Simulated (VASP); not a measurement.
GaP, 2 atoms in the cell. The structure is tetragonal, space group I-4m2 (No. 119). The conventional cell has a = 3.642 Å, b = 3.642 Å, c = 5.580 Å, α = 90.00°, β = 90.00°, γ = 90.00°. Within 3.0 Å of Ga (site symmetry -4m2) lie 4 P at 2.29 Å. P (site symmetry -4m2) has 4 Ga at 2.29 Å within 3.0 Å.  This cell differs from its parent crystal: volume 18.502 Å^3 an atom, c/a of the conventional cell 1.0835.

| Quantity | Value |
| --- | --- |
| Program | VASP 6.6.1 |
| Task | single point |
| Functional | PBEsol |
| Potentials or basis | VASP PAW PBE potentials, release 64 (Ga_d, P) |
| Cutoff | 520 eV |
| k mesh | 10 × 10 × 10 |
| Occupations | gaussian, width 0.05 eV |
| Spin | no spin polarisation |
| Dipole correction | no |
| Further INCAR settings | ALGO = Normal; EDIFF = 1e-06; NBANDS = 16 |

Potentials or basis: VASP PAW PBE potentials, release 64 (Ga_d, P).

Run with:

```sh
$ cat potpaw_PBE.64/Ga_d/POTCAR potpaw_PBE.64/P/POTCAR > POTCAR
$ mpirun -np 1 vasp_std > vasp.out
```

Hardware: 1 thread of Intel(R) Xeon(R) Platinum 8375C CPU @ 2.90GHz (Ice Lake), on a shared host.

Question: Estimate the wall time of this run.

Answer: It took 40 s on 1 thread of Intel(R) Xeon(R) Platinum 8375C CPU @ 2.90GHz (Ice Lake) (shared host), peak memory 0.19 GiB. Counts: scf iterations 12, k points 102.
